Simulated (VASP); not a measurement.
# H (P2/m) in VASP: a series of runs

The runs below take H through single point, with LDA.

Program: VASP 6.6.1. These are calculated values, not measurements. Logs are shortened: lines on timing, memory, paths and dates and some standing lists are left out, and cuts for length are marked.

### Step 1. The cell of the first run

It takes space group P2/m (No. 10, monoclinic). The conventional cell has a = 0.980 Å, b = 2.650 Å, c = 2.650 Å, α = 90.00°, β = 90.43°, γ = 90.00°. H (site symmetry 2/m) has 2 H at 0.98 Å within 1.3 Å.

### Step 2. Single point, LDA (strain +0.0075 x Voigt [0, 0, 0, 1, 0, 0])

INCAR reads:

```
PREC     = Accurate       # precision mode
ENCUT    = 520            # plane-wave cutoff, eV
EDIFF    = 1E-7           # SCF threshold, eV
ISMEAR   = 0              # smearing method
SIGMA    = 0.05           # smearing width, eV
LREAL    = F              # projectors in reciprocal space
LASPH    = T              # aspherical terms in the spheres
NELM     = 60             # most SCF steps
ALGO     = Normal         # electronic algorithm
ISIF     = 2              # what is computed and relaxed
LWAVE    = F              # write WAVECAR
LCHARG   = F              # write CHGCAR
NBANDS   = 6              # bands
```

KPOINTS reads:

```
regular mesh
0
Gamma
  10 10 26
```

POSCAR reads:

```
H
1.0
    2.6496387389      0.0000000000      0.0000000000
    0.0000000000      2.6496387389      0.0099361453
    0.0000000000      0.0036768484      0.9804929200
H
1
Direct
    0.0000000000      0.0000000000      0.5000000000
```

Potentials or basis: VASP PAW LDA potentials, release 64 (H).

Command:

```sh
cat potpaw_LDA.64/H/POTCAR > POTCAR
mpirun -np 1 vasp_std > vasp.out
```

OUTCAR:

```text
PREC = Accurate
   ENCUT = 520
   EDIFF = 1E-7
   ISMEAR = 0
   LREAL = F
   LASPH = T
   NELM = 60
   ISIF = 2

 ion  position               nearest neighbor table
   1  0.000  0.000  0.500-

  LATTYP: Found a simple monoclinic cell.
 ALAT       =     0.9804998141
 B/A-ratio  =     2.7023347694
 C/A-ratio  =     2.7023537701
 COS(beta)  =    -0.0074998945

  Lattice vectors:

 A1 = (   0.0000000000,   0.0036768484,   0.9804929200)
 A2 = (  -2.6496387389,   0.0000000000,   0.0000000000)
 A3 = (   0.0000000000,  -2.6496387389,  -0.0099361453)

Analysis of symmetry for initial positions (statically):
=====================================================================
 Subroutine PRICEL returns:
 Original cell was already a primitive cell.

 Routine SETGRP: Setting up the symmetry group for a
 simple monoclinic supercell.

 Subroutine GETGRP returns: Found  4 space group operations
 (whereof  4 operations were pure point group operations)
 out of a pool of  4 trial point group operations.

The static configuration has the point symmetry C_2h.

Analysis of symmetry for dynamics (positions and initial velocities):
=====================================================================
 Subroutine PRICEL returns:
 Original cell was already a primitive cell.

 Routine SETGRP: Setting up the symmetry group for a
 simple monoclinic supercell.

 Subroutine GETGRP returns: Found  4 space group operations
 (whereof  4 operations were pure point group operations)
 out of a pool of  4 trial point group operations.

The dynamic configuration has the point symmetry C_2h.

 Subroutine INISYM returns: Found  4 space group operations
 (whereof  4 operations are pure point group operations),
 and found     1 'primitive' translations

----------------------------------------------------------------------------------------

                                     Primitive cell

  volume of cell :       6.8835

  direct lattice vectors                    reciprocal lattice vectors
     2.649638739  0.000000000  0.000000000     0.377409941  0.000000000  0.000000000
     0.000000000  2.649638739  0.009936145     0.000000000  0.377415248 -0.001415307
     0.000000000  0.003676848  0.980492920     0.000000000 -0.003824661  1.019909519

  length of vectors
     2.649638739  2.649657369  0.980499814     0.377409941  0.377417902  1.019916690

  position of ions in fractional coordinates (direct lattice)
     0.000000000  0.000000000  0.500000000

  ion indices of the primitive-cell ions
   primitive index   ion index
                 1           1

----------------------------------------------------------------------------------------

 KPOINTS: regular mesh

Automatic generation of k-mesh.
 Grid dimensions read from file:
 generate k-points for:   10   10   26

 Generating k-lattice:

  Cartesian coordinates                     Fractional coordinates (reciprocal lattice)
     0.037740994  0.000000000  0.000000000     0.100000000  0.000000000  0.000000000
     0.000000000  0.037741525 -0.000141531     0.000000000  0.100000000  0.000000000
     0.000000000 -0.000147102  0.039227289     0.000000000  0.000000000  0.038461538

  Length of vectors
     0.037740994  0.037741790  0.039227565

  Shift w.r.t. Gamma in fractional coordinates (k-lattice)
     0.000000000  0.000000000  0.000000000

 Subroutine IBZKPT returns following result:
 ===========================================

 Found    792 irreducible k-points:

 Following reciprocal coordinates:
            Coordinates               Weight
  0.000000  0.000000  0.000000      1.000000
  0.100000  0.000000  0.000000      2.000000
  0.200000  0.000000  0.000000      2.000000
  0.300000  0.000000  0.000000      2.000000
  0.400000  0.000000  0.000000      2.000000
  0.500000  0.000000  0.000000      1.000000
[... 16 lines left out ...]
  0.400000  0.300000 -0.000000      4.000000
  0.500000  0.300000 -0.000000      2.000000
 [... further k-points ...]
   k-points           NKPTS =    792   k-points in BZ     NKDIM =    792   number of bands    NBANDS=      6
   number of dos      NEDOS =    301   number of ions     NIONS =      1
   total plane-waves  NPLWV =   3200
   dimension x,y,z NGX =    20 NGY =   20 NGZ =    8
   dimension x,y,z NGXF=    40 NGYF=   40 NGZF=   16
   ions per type =               1
   NGX,Y,Z   is equivalent  to a cutoff of  12.55, 12.55, 13.56 a.u.
   NGXF,Y,Z  is equivalent  to a cutoff of  25.10, 25.10, 27.13 a.u.
 SYSTEM =  unknown system
   PREC   = accura    normal or accurate (medium, high low for compatibility)
   ISTART =      0    job   : 0-new  1-cont  2-samecut
   ICHARG =      2    charge: 1-file 2-atom 10-const
   ISPIN  =      1    spin polarized calculation?
   LNONCOLLINEAR =      F non collinear calculations
   LSORBIT =      F    spin-orbit coupling
   LASPH  =      T    aspherical Exc in radial PAW
   ENCUT  =  520.0 eV  38.22 Ry    6.18 a.u.   4.93  4.93  1.82*2*pi/ulx,y,z
   NELM   =     60;   NELMIN=  2; NELMDL= -5     # of ELM steps
   EDIFF  = 0.1E-06   stopping-criterion for ELM
   LREAL  =      F    real-space projection
   EDIFFG = 0.1E-05   stopping-criterion for IOM
   NSW    =      0    number of steps for IOM
   IBRION =     -1    ionic relax: 0-MD 1-quasi-New 2-CG
   NFREE  =      0    steps in history (QN), initial steepest desc. (CG)
   ISIF   =      2    stress and relaxation
   ISYM   =      2    0-nonsym 1-usesym 2-fastsym
   POTIM  = 0.5000    time-step for ionic-motion
   TEBEG  =    0.0;   TEEND  =   0.0 temperature during run
   PSTRESS=    0.0 pullay stress
   NELECT =       1.0000    total number of electrons
   NUPDOWN=      -1.0000    fix difference up-down
   EMIN   =  10.00;   EMAX   =-10.00  energy-range for DOS
   EFERMI =   0.00;   METHOD = LEGACY
   ISMEAR =     0;   SIGMA  =   0.05  broadening in eV -4-tet -1-fermi 0-gaus
   EFERMI_NEDOS =   21; number of points for ismear=-14 and -15
   IALGO  =     38    algorithm
   IMIX   =      4    mixing-type and parameters
     AMIX     =   0.40;   BMIX     =  1.00
     AMIX_MAG =   1.60;   BMIX_MAG =  1.00
  volume/ion in A,a.u.               =       6.88        46.45
  Fermi-wavevector in a.u.,A,eV,Ry     =   0.860606  1.626309 10.077051  0.740642
  Thomas-Fermi vector in A             =   1.978135
   LORBIT       =      0    0 simple, 1 ext, 2 COOP (PROOUT), +10 PAW based schemes
   GGA     = CA    functional components
   LHFCALC =     F    Hartree Fock is set to
   AEXX    =    0.0000 exact exchange contribution
   IVDW    =     0    specifies the selected vdW correction
   LEPSILON=     F    determine dielectric tensor
   LRPA    =     F    only Hartree local field effects (RPA)
 non-spin polarized calculation
 Gauss-broadening in eV      SIGMA  =   0.05
  energy-cutoff  :      520.00
  volume of cell :        6.88
 maximum number of plane-waves:       200
 NGX is ok and might be reduce to    20
   NGX =  9   NGY =  9   NGZ =  3

 number of electron       0.9999999 magnetization

 Free energy of the ion-electron system (eV)
  ---------------------------------------------------
  ext. energy  EPLUGINS =         0.00000000
  ---------------------------------------------------
  free energy    TOTEN  =        -3.13385643 eV

  energy without entropy =       -3.13385608  energy(sigma->0) =       -3.13385626

 E-fermi :  -1.4728     XC(G=0):  -7.4156

 val. band max:       -1.5823879201   @ k =   0.5000   0.5000   0.2308
 cond. band min:      -1.3633093794   @ k =   0.0000  -0.0000   0.2692
 fundamental gap:      0.2190785407
 Fermi energy:        -1.4728485987

 k-point     1 :       0.0000    0.0000    0.0000
  band No.  band energies     occupation
      1     -12.5863      2.00000
      2       7.7626      0.00000
      3      13.7999      0.00000
      4      13.8007      0.00000
      5      16.4751      0.00000
      6      34.1277      0.00000

 k-point     2 :       0.1000    0.0000    0.0000
  band No.  band energies     occupation
      1     -12.4653      2.00000
      2       6.8031      0.00000
      3      13.0488      0.00000
      4      13.9887      0.00000
      5      18.8596      0.00000
      6      30.9988      0.00000

 k-point     3 :       0.2000    0.0000    0.0000
  band No.  band energies     occupation
      1     -12.1274      2.00000
      2       4.6950      0.00000
      3      12.9407      0.00000
      4      14.5397      0.00000
      5      23.0950      0.00000
      6      27.6531      0.00000

 k-point     4 :       0.3000    0.0000    0.0000
  band No.  band energies     occupation
      1     -11.6564      2.00000
      2       2.5918      0.00000
      3      13.4471      0.00000
      4      15.4010      0.00000
      5      24.8108      0.00000
      6      25.6215      0.00000

 k-point     5 :       0.4000    0.0000    0.0000
  band No.  band energies     occupation
      1     -11.2173      2.00000
      2       1.0905      0.00000
      3      14.1165      0.00000
      4      16.3912      0.00000
      5      22.8310      0.00000
      6      23.3580      0.00000
[... 136 lines left out ...]
 k-point    21 :       0.2000    0.3000   -0.0000
  band No.  band energies     occupation
      1     -11.2387      2.00000
      2       3.1261      0.00000
      3       7.9033      0.00000
      4      17.6641      0.00000
      5      22.8475      0.00000
      6      29.2646      0.00000

 k-point    22 :       0.3000    0.3000   -0.0000
  band No.  band energies     occupation
      1     -10.8181      2.00000
      2       3.3313      0.00000
      3       6.1612      0.00000
      4      14.7168      0.00000
      5      26.5526      0.00000
      6      31.4046      0.00000

 k-point    23 :       0.4000    0.3000   -0.0000
  band No.  band energies     occupation
      1     -10.4340      2.00000
      2       2.7353      0.00000
      3       6.1710      0.00000
      4      12.4590      0.00000
      5      28.6282      0.00000
      6      35.6485      0.00000

 k-point    24 :       0.5000    0.3000   -0.0000
  band No.  band energies     occupation
      1     -10.2738      2.00000
      2       2.3429      0.00000
      3       6.5490      0.00000
      4      11.4915      0.00000
      5      29.3016      0.00000
      6      36.7480      0.00000

 [... further k-points ...]
[... 5 lines left out ...]
  --------------------------------------------------------------------------------------
  -------------------------------------------------------------------------------------
  Total        0.0000239      0.0000121      0.1719163      0.0000000      0.0006703      0.0000000
  in kB        0.0055637      0.0028210     40.0143641      0.0000000      0.1560211      0.0000000
  external PRESSURE =      13.3409163 kB  Pullay stress =       0.0000000 kB

 VOLUME and BASIS-vectors are now :
 -----------------------------------------------------------------------------
  energy-cutoff  :      520.00
  volume of cell :        6.88
      direct lattice vectors                 reciprocal lattice vectors
     2.649638739  0.000000000  0.000000000     0.377409941  0.000000000  0.000000000
     0.000000000  2.649638739  0.009936145     0.000000000  0.377415248 -0.001415307
     0.000000000  0.003676848  0.980492920     0.000000000 -0.003824661  1.019909519

 POSITION                                       TOTAL-FORCE (eV/Angst)
 -----------------------------------------------------------------------------------
      0.00000      0.00184      0.49025         0.000000     -0.000000      0.000000
 -----------------------------------------------------------------------------------
    total drift:                               -0.000000      0.000000     -0.000000

  FREE ENERGIE OF THE ION-ELECTRON SYSTEM (eV)
  ---------------------------------------------------
  free  energy   TOTEN  =        -3.1338564343 eV

  energy  without entropy=       -3.1338560770  energy(sigma->0) =       -3.13385626
```

Wall time 10 s (1 thread of Intel Xeon 6975P-C (Granite Rapids), shared host); peak memory 0.12 GiB.

What came out:

* Free energy: -3.1339 eV
* Pressure: 1.3 GPa

Stress tensor (GPa, compression positive):
```
0.00 0.00 0.00
0.00 0.00 0.02
0.00 0.02 4.00
```

Caveat: the cell differs from its parent crystal (strain +0.0075 x Voigt [0, 0, 0, 1, 0, 0]).

### Step 3. Single point, LDA (strain +0.0025 x Voigt [0, 0, 0, 1, 0, 0])

INCAR reads:

```
PREC = Accurate
ENCUT = 520
EDIFF = 1E-6
ISMEAR = 0
SIGMA = 0.05
LREAL = False
LASPH = True
NELM = 60
ALGO = Normal
ISIF = 2
LWAVE = False
LCHARG = False
GGA = CA
NBANDS = 6
```

KPOINTS is that of step 2.

POSCAR reads:

```
H
1.0
    2.6496387389      0.0000000000      0.0000000000
    0.0000000000      2.6496387389      0.0033120484
    0.0000000000      0.0012256162      0.9804929200
H
1
Direct
    0.0000000000      0.0000000000      0.5000000000
```

Potentials or basis: VASP PAW LDA potentials, release 64 (H).

Command:

```sh
cat potpaw_LDA.64/H/POTCAR > POTCAR
mpirun -np 1 vasp_std > vasp.out
```

Wall time 11 s (1 thread of Intel Xeon 6975P-C (Granite Rapids), shared host); peak memory 0.12 GiB.

Results (log left out):

* Free energy: -3.1339 eV
* Pressure: 1.3 GPa

Stress tensor (GPa, compression positive):
```
0.00 0.00 0.00
0.00 0.00 0.01
0.00 0.01 4.00
```

Levels at points of the mesh, in eV from the Fermi level:
| k point | band 1 | band 2 | band 3 | band 4 |
| --- | --- | --- | --- | --- |
| (0.00, 0.00, 0.00) | -11.11 | 9.24 | 15.27 | 15.27 |
| (0.50, 0.00, 0.00) | -9.56 | 2.01 | 15.92 | 18.40 |
| (0.00, 0.50, 0.00) | -9.56 | 2.01 | 15.92 | 18.40 |
| (0.50, 0.50, 0.00) | -8.32 | 5.95 | 5.95 | 9.12 |
| (0.00, 0.00, 0.50) | 24.16 | 31.17 | 46.27 | 51.27 |
| (0.50, 0.00, 0.50) | 25.10 | 33.61 | 40.98 | 41.28 |
| (0.00, 0.50, 0.50) | 25.10 | 33.61 | 40.98 | 41.28 |
| (0.50, 0.50, 0.50) | 25.86 | 35.64 | 44.83 | 44.83 |

Caveat: the cell differs from its parent crystal (strain +0.0025 x Voigt [0, 0, 0, 1, 0, 0]).
